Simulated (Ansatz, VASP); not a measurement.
## Zr: VASP beside Ansatz

The input INCAR:

```
PREC = Accurate
ENCUT = 520
EDIFF = 1E-7
ISMEAR = -1
SIGMA = 0.03
LREAL = False
LASPH = True
NELM = 60
ALGO = Normal
ISIF = 2
LWAVE = False
LCHARG = False
GGA = CA
NBANDS = 12
```

File KPOINTS:

```
Automatic mesh
0
Gamma
  16 16 16
```

The input POSCAR:

```
Zr
1.0
   -1.7978519830      1.7978519830      1.7978519830
    1.7978519830     -1.7978519830      1.7978519830
    1.7978519830      1.7978519830     -1.7978519830
Zr
1
Direct
    0.0000000000      0.0000000000      0.0000000000
```

Input for Ansatz:

```yaml
crystal:
  lattice:
    - [-1.797851983, 1.797851983, 1.797851983]
    - [1.797851983, -1.797851983, 1.797851983]
    - [1.797851983, 1.797851983, -1.797851983]
  atoms:
    - { symbol: Zr, position: [0.0, 0.0, 0.0] }
kpoints:
  mp_grid: { grid: [16, 16, 16] }
  band_path:
    path:
      - [0.0, 0.0, 0.0]
      - [0.5, -0.5, 0.5]
      - [0.0, 0.0, 0.5]
      - [0.0, 0.0, 0.0]
      - [0.25, 0.25, 0.25]
      - [0.5, -0.5, 0.5]
      - [0.25, 0.25, 0.25]
      - [0.0, 0.0, 0.5]
    npoints: 5
scf:
  occupations: { method: fermi_dirac, width: 0.03 }
hamiltonian:
  xc: lda
  pseudopotentials: { kind: all_electron, lapw: { basis_error: 0.0005 } }
output:
  forces: true
  stress: true
  eigenvalues: true
```

Change from the starting cell: volume scaled by 0.98.

Alike in both runs: task single point; functional LDA; k mesh 16 × 16 × 16; occupations fermi-dirac, width 0.03 eV; no spin polarisation.

|  | VASP | Ansatz |
| --- | --- | --- |
| version | VASP 6.6.1 | Ansatz 0.2.0 |
| potentials or method | VASP PAW LDA potentials, release 64 (Zr_sv), cutoff 520 eV | all-electron LAPW, scalar-relativistic |

```csv
,VASP,Ansatz,Ansatz less VASP
pressure (GPa),-8.1,-8.1,-0.06
```

LDA's correlation is that of Perdew and Zunger in VASP and of Perdew and Wang (1992) in Ansatz. Ansatz ran all-electron here, and VASP with PAW potentials.
